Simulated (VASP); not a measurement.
# AlN (Fm-3m) in VASP: a series of runs

The runs below take AlN through single point, with PBE.

The COD entry that gives the cell may itself be a prediction, so a difference from it is no test against experiment.

All numbers are computed with VASP 6.6.1; they aren't measurements. Logs are shortened: lines on timing, memory, paths and dates and some standing lists are left out, and cuts for length are marked.

## Step 1: The cell of the first run

The structure is cubic, space group Fm-3m (No. 225). The conventional cell has a = 3.871 Å, b = 3.871 Å, c = 3.871 Å, α = 90.00°, β = 90.00°, γ = 90.00°. Within 2.6 Å of Al (site symmetry m-3m) lie 6 N at 1.94 Å. N (site symmetry m-3m) has 6 Al at 1.94 Å within 2.6 Å.

## Step 2: Single point, PBE

Contents of INCAR:

```
PREC = Accurate
ENCUT = 600
EDIFF = 1E-6
ISMEAR = 0
SIGMA = 0.01
LREAL = F
LASPH = T
NELM = 120
ALGO = Normal
ISIF = 2
LWAVE = F
LCHARG = F
GGA = PE
NBANDS = 11
GGA_COMPAT = F
```

Contents of KPOINTS:

```
regular mesh
0
Gamma
  7 7 7
```

Contents of POSCAR:

```
AlN
1.0
    0.0000000000      1.9356206702      1.9356206702
    1.9356206702      0.0000000000      1.9356206702
    1.9356206702      1.9356206702      0.0000000000
Al N
1 1
Direct
    0.0000000000      0.0000000000      0.0000000000
    0.5000000000      0.5000000000      0.5000000000
```

Potentials or basis: VASP PAW PBE potentials, release 64 (Al, N).

On the command line:

```bash
cat potpaw_PBE.64/Al/POTCAR potpaw_PBE.64/N/POTCAR > POTCAR
mpirun -np 1 vasp_std > vasp.out
```

OUTCAR:

```text
PREC = Accurate
   ENCUT = 600
   EDIFF = 1E-6
   ISMEAR = 0
   LREAL = F
   LASPH = T
   NELM = 120
   ISIF = 2
   GGA = PE

 ion  position               nearest neighbor table
   1  0.000  0.000  0.000-   2 1.94   2 1.94   2 1.94   2 1.94   2 1.94   2 1.94
   2  0.500  0.500  0.500-   1 1.94   1 1.94   1 1.94   1 1.94   1 1.94   1 1.94

  LATTYP: Found a face centered cubic cell.
 ALAT       =     3.8712413404

  Lattice vectors:

 A1 = (   0.0000000000,   1.9356206702,   1.9356206702)
 A2 = (   1.9356206702,   0.0000000000,   1.9356206702)
 A3 = (   1.9356206702,   1.9356206702,   0.0000000000)

Analysis of symmetry for initial positions (statically):
=====================================================================
 Subroutine PRICEL returns:
 Original cell was already a primitive cell.

 Routine SETGRP: Setting up the symmetry group for a
 face centered cubic supercell.

 Subroutine GETGRP returns: Found 48 space group operations
 (whereof 48 operations were pure point group operations)
 out of a pool of 48 trial point group operations.

The static configuration has the point symmetry O_h .

Analysis of symmetry for dynamics (positions and initial velocities):
=====================================================================
 Subroutine PRICEL returns:
 Original cell was already a primitive cell.

 Routine SETGRP: Setting up the symmetry group for a
 face centered cubic supercell.

 Subroutine GETGRP returns: Found 48 space group operations
 (whereof 48 operations were pure point group operations)
 out of a pool of 48 trial point group operations.

The dynamic configuration has the point symmetry O_h .

 Subroutine INISYM returns: Found 48 space group operations
 (whereof 48 operations are pure point group operations),
 and found     1 'primitive' translations

----------------------------------------------------------------------------------------

                                     Primitive cell

  volume of cell :      14.5041

  direct lattice vectors                    reciprocal lattice vectors
     0.000000000  1.935620670  1.935620670    -0.258315076  0.258315076  0.258315076
     1.935620670  0.000000000  1.935620670     0.258315076 -0.258315076  0.258315076
     1.935620670  1.935620670  0.000000000     0.258315076  0.258315076 -0.258315076

  length of vectors
     2.737381003  2.737381003  2.737381003     0.447414836  0.447414836  0.447414836

[... 82 lines left out ...]
   ISYM   =      2    0-nonsym 1-usesym 2-fastsym
   POTIM  = 0.5000    time-step for ionic-motion
   TEBEG  =    0.0;   TEEND  =   0.0 temperature during run
   PSTRESS=    0.0 pullay stress
   NELECT =       8.0000    total number of electrons
   NUPDOWN=      -1.0000    fix difference up-down
   EMIN   =  10.00;   EMAX   =-10.00  energy-range for DOS
   EFERMI =   0.00;   METHOD = LEGACY
   ISMEAR =     0;   SIGMA  =   0.01  broadening in eV -4-tet -1-fermi 0-gaus
   EFERMI_NEDOS =   21; number of points for ismear=-14 and -15
   IALGO  =     38    algorithm
   IMIX   =      4    mixing-type and parameters
     AMIX     =   0.40;   BMIX     =  1.00
     AMIX_MAG =   1.60;   BMIX_MAG =  1.00
  volume/ion in A,a.u.               =       7.25        48.94
  Fermi-wavevector in a.u.,A,eV,Ry     =   1.342583  2.537115 24.524909  1.802530
  Thomas-Fermi vector in A             =   2.470726
   LORBIT       =      0    0 simple, 1 ext, 2 COOP (PROOUT), +10 PAW based schemes
   GGA     = PE    functional components
   LHFCALC =     F    Hartree Fock is set to
   AEXX    =    0.0000 exact exchange contribution
   IVDW    =     0    specifies the selected vdW correction
   LEPSILON=     F    determine dielectric tensor
   LRPA    =     F    only Hartree local field effects (RPA)
 non-spin polarized calculation
 Gauss-broadening in eV      SIGMA  =   0.01
  energy-cutoff  :      600.00
  volume of cell :       14.50
 maximum number of plane-waves:       531
 NGX is ok and might be reduce to    24
   NGX = 11   NGY = 11   NGZ = 11

 number of electron       8.0000001 magnetization

 Free energy of the ion-electron system (eV)
  ---------------------------------------------------
  ext. energy  EPLUGINS =         0.00000000
  ---------------------------------------------------
  free energy    TOTEN  =       -14.21680778 eV

  energy without entropy =      -14.21680778  energy(sigma->0) =      -14.21680778

 E-fermi :  11.7996     XC(G=0): -12.9105

 val. band max:       11.7531333492   @ k =   0.0000   0.0000   0.0000
 cond. band min:      16.9959655319   @ k =   0.4286   0.4286   0.0000
 fundamental gap:      5.2428321827
 Fermi energy:        11.7995847790

 k-point     1 :       0.0000    0.0000    0.0000
  band No.  band energies     occupation
      1      -7.0469      2.00000
      2      11.7531      2.00000
      3      11.7531      2.00000
      4      11.7531      2.00000
      5      19.4429      0.00000
      6      24.3297      0.00000
      7      24.3297      0.00000
      8      24.3297      0.00000
      9      29.8383      0.00000
     10      30.5179      0.00000
     11      30.5179      0.00000
[... 253 lines left out ...]
 k-point    20 :      -0.2857    0.4286    0.1429
  band No.  band energies     occupation
      1      -2.0101      2.00000
      2       4.9718      2.00000
      3       5.3429      2.00000
      4       8.2530      2.00000
      5      20.3501      0.00000
      6      22.7759      0.00000
      7      24.3294      0.00000
      8      26.3003      0.00000
      9      31.7379      0.00000
     10      33.4192      0.00000
     11      39.9517      0.00000

------------------------ aborting loop because EDIFF is reached ----------------------------------------

  FORCE on cell =-STRESS in cart. coord.  units (eV):
  Direction    XX          YY          ZZ          XY          YZ          ZX
  --------------------------------------------------------------------------------------
  -------------------------------------------------------------------------------------
  Total        4.5817111      4.5817111      4.5817111      0.0000000     -0.0000000      0.0000000
  in kB      506.1130477    506.1130477    506.1130477      0.0000000     -0.0000000      0.0000000
  external PRESSURE =     506.1130477 kB  Pullay stress =       0.0000000 kB

 VOLUME and BASIS-vectors are now :
 -----------------------------------------------------------------------------
  energy-cutoff  :      600.00
  volume of cell :       14.50
      direct lattice vectors                 reciprocal lattice vectors
     0.000000000  1.935620670  1.935620670    -0.258315076  0.258315076  0.258315076
     1.935620670  0.000000000  1.935620670     0.258315076 -0.258315076  0.258315076
     1.935620670  1.935620670  0.000000000     0.258315076  0.258315076 -0.258315076

 POSITION                                       TOTAL-FORCE (eV/Angst)
 -----------------------------------------------------------------------------------
      0.00000      0.00000      0.00000         0.000000     -0.000000     -0.000000
      1.93562      1.93562      1.93562        -0.000000      0.000000      0.000000
 -----------------------------------------------------------------------------------
    total drift:                               -0.000000     -0.000000      0.000000

  FREE ENERGIE OF THE ION-ELECTRON SYSTEM (eV)
  ---------------------------------------------------
  free  energy   TOTEN  =       -14.2168077830 eV

  energy  without entropy=      -14.2168077830  energy(sigma->0) =      -14.21680778
```

OSZICAR:

```text
N       E                     dE             d eps       ncg     rms          rms(c)
DAV:   1     0.163417116758E+02    0.16342E+02   -0.45871E+03   440   0.728E+02
DAV:   2    -0.151829040198E+02   -0.31525E+02   -0.30306E+02   536   0.165E+02
DAV:   3    -0.161060593005E+02   -0.92316E+00   -0.92133E+00   533   0.258E+01
DAV:   4    -0.161099952968E+02   -0.39360E-02   -0.39356E-02   491   0.188E+00
DAV:   5    -0.161100284785E+02   -0.33182E-04   -0.33181E-04   544   0.167E-01    0.820E+00
DAV:   6    -0.142568472818E+02    0.18532E+01   -0.69531E+00   493   0.156E+01    0.303E+00
DAV:   7    -0.142219420380E+02    0.34905E-01   -0.27862E-01   516   0.369E+00    0.195E+00
DAV:   8    -0.142171013214E+02    0.48407E-02   -0.14921E-02   464   0.115E+00    0.393E-01
DAV:   9    -0.142167662572E+02    0.33506E-03   -0.11734E-03   497   0.237E-01    0.181E-01
DAV:  10    -0.142168165667E+02   -0.50310E-04   -0.16213E-04   491   0.893E-02    0.640E-02
DAV:  11    -0.142168079539E+02    0.86128E-05   -0.29533E-05   521   0.337E-02    0.877E-03
DAV:  12    -0.142168077830E+02    0.17097E-06   -0.94706E-07   258   0.861E-03
   1 F= -.14216808E+02 E0= -.14216808E+02  d E =-.209979E-13
```

stdout:

```text
POSCAR found type information on POSCAR AlN
 POSCAR found :  2 types and       2 ions
 scaLAPACK will be used
 LDA part: xc-table for (Slater+PW92), standard interpolation
 POSCAR, INCAR and KPOINTS ok, starting setup
 FFT: planning ... GRIDC
 FFT: planning ... GRID_SOFT
 FFT: planning ... GRID
 WAVECAR not read
 entering main loop
```

It took 3.6 s on 1 thread of Intel Xeon Platinum 8559C (Emerald Rapids), shared host; peak memory 0.13 GiB.

What came out:

```yaml
Free_energy: -14.2168 eV
Pressure: 50.6 GPa
Band_gap_on_the_k_mesh: 5.24 eV, indirect (least direct gap 7.69 eV)
```

Levels at points of the mesh, in eV from the valence-band top:
```csv
k point,band 1,band 2,band 3,band 4,band 5,band 6,band 7,band 8,band 9
"(0.00, 0.00, 0.00)",-18.80,0.00,0.00,0.00,7.69,12.58,12.58,12.58,18.09
```

## Step 3: Single point, PBE

This run uses another cell than the first one, of 7.48 Å³/atom, 1.032 times its volume.

Contents of INCAR:

```
ALGO = Normal ; EDIFF = 1E-6
ENCUT = 600 ; GGA = PE
GGA_COMPAT = F ; ISIF = 2
ISMEAR = 0 ; LASPH = T
LCHARG = F ; LREAL = F
LWAVE = F ; NBANDS = 11
NELM = 120 ; PREC = Accurate
SIGMA = 0.01
```

Contents of KPOINTS:

```
k-points
0
Gamma
  7 7 7
```

Contents of POSCAR:

```
AlN
1.0
    0.0000000000      1.9557848367      1.9557848367
    1.9557848367      0.0000000000      1.9557848367
    1.9557848367      1.9557848367      0.0000000000
Al N
1 1
Direct
    0.0000000000      0.0000000000      0.0000000000
    0.5000000000      0.5000000000      0.5000000000
```

Potentials or basis: VASP PAW PBE potentials, release 64 (Al, N).

On the command line:

```bash
cat potpaw_PBE.64/Al/POTCAR potpaw_PBE.64/N/POTCAR > POTCAR
mpirun -np 1 vasp_std > vasp.out
```

OUTCAR:

```text
EDIFF = 1E-6
   ENCUT = 600
   GGA = PE
   ISIF = 2
   ISMEAR = 0
   LASPH = T
   LREAL = F
   NELM = 120
   PREC = Accurate

 ion  position               nearest neighbor table
   1  0.000  0.000  0.000-   2 1.96   2 1.96   2 1.96   2 1.96   2 1.96   2 1.96
   2  0.500  0.500  0.500-   1 1.96   1 1.96   1 1.96   1 1.96   1 1.96   1 1.96

  LATTYP: Found a face centered cubic cell.
 ALAT       =     3.9115696734

  Lattice vectors:

 A1 = (   0.0000000000,   1.9557848367,   1.9557848367)
 A2 = (   1.9557848367,   0.0000000000,   1.9557848367)
 A3 = (   1.9557848367,   1.9557848367,   0.0000000000)

Analysis of symmetry for initial positions (statically):
=====================================================================
 Subroutine PRICEL returns:
 Original cell was already a primitive cell.

 Routine SETGRP: Setting up the symmetry group for a
 face centered cubic supercell.

 Subroutine GETGRP returns: Found 48 space group operations
 (whereof 48 operations were pure point group operations)
 out of a pool of 48 trial point group operations.

[... 167 lines left out ...]
      1      -7.1831      2.00000
      2      11.3086      2.00000
      3      11.3086      2.00000
      4      11.3086      2.00000
      5      18.4953      0.00000
      6      23.7897      0.00000
      7      23.7897      0.00000
      8      23.7897      0.00000
      9      29.2078      0.00000
     10      29.8381      0.00000
     11      29.8381      0.00000
[... 253 lines left out ...]
 k-point    20 :      -0.2857    0.4286    0.1429
  band No.  band energies     occupation
      1      -2.3300      2.00000
      2       4.7210      2.00000
      3       5.0645      2.00000
      4       7.8997      2.00000
      5      19.6512      0.00000
      6      22.0802      0.00000
      7      23.6576      0.00000
      8      25.4543      0.00000
      9      30.8102      0.00000
     10      32.5499      0.00000
     11      38.9068      0.00000

------------------------ aborting loop because EDIFF is reached ----------------------------------------

  FORCE on cell =-STRESS in cart. coord.  units (eV):
  Direction    XX          YY          ZZ          XY          YZ          ZX
  --------------------------------------------------------------------------------------
  -------------------------------------------------------------------------------------
  Total        3.5166064      3.5166064      3.5166064      0.0000000      0.0000000     -0.0000000
  in kB      376.5660181    376.5660181    376.5660181      0.0000000      0.0000000     -0.0000000
  external PRESSURE =     376.5660181 kB  Pullay stress =       0.0000000 kB

 VOLUME and BASIS-vectors are now :
 -----------------------------------------------------------------------------
  energy-cutoff  :      600.00
  volume of cell :       14.96
      direct lattice vectors                 reciprocal lattice vectors
     0.000000000  1.955784837  1.955784837    -0.255651844  0.255651844  0.255651844
     1.955784837  0.000000000  1.955784837     0.255651844 -0.255651844  0.255651844
     1.955784837  1.955784837  0.000000000     0.255651844  0.255651844 -0.255651844

 POSITION                                       TOTAL-FORCE (eV/Angst)
 -----------------------------------------------------------------------------------
      0.00000      0.00000      0.00000         0.000000      0.000000      0.000000
      1.95578      1.95578      1.95578        -0.000000     -0.000000      0.000000
 -----------------------------------------------------------------------------------
    total drift:                               -0.000000     -0.000000      0.000000

  FREE ENERGIE OF THE ION-ELECTRON SYSTEM (eV)
  ---------------------------------------------------
  free  energy   TOTEN  =       -14.3434781202 eV

  energy  without entropy=      -14.3434781202  energy(sigma->0) =      -14.34347812
```

stdout:

```text
POSCAR found type information on POSCAR AlN
 POSCAR found :  2 types and       2 ions
 scaLAPACK will be used
 LDA part: xc-table for (Slater+PW92), standard interpolation
 POSCAR, INCAR and KPOINTS ok, starting setup
 FFT: planning ... GRIDC
 FFT: planning ... GRID_SOFT
 FFT: planning ... GRID
 WAVECAR not read
 entering main loop
```

Wall time 3.2 s (1 thread of Intel Xeon Platinum 8559C (Emerald Rapids), shared host); peak memory 0.13 GiB.

What came out:

- Free energy: -14.3435 eV
- Pressure: 37.7 GPa
- Band gap on the k mesh: 5.31 eV, indirect (least direct gap 7.19 eV)
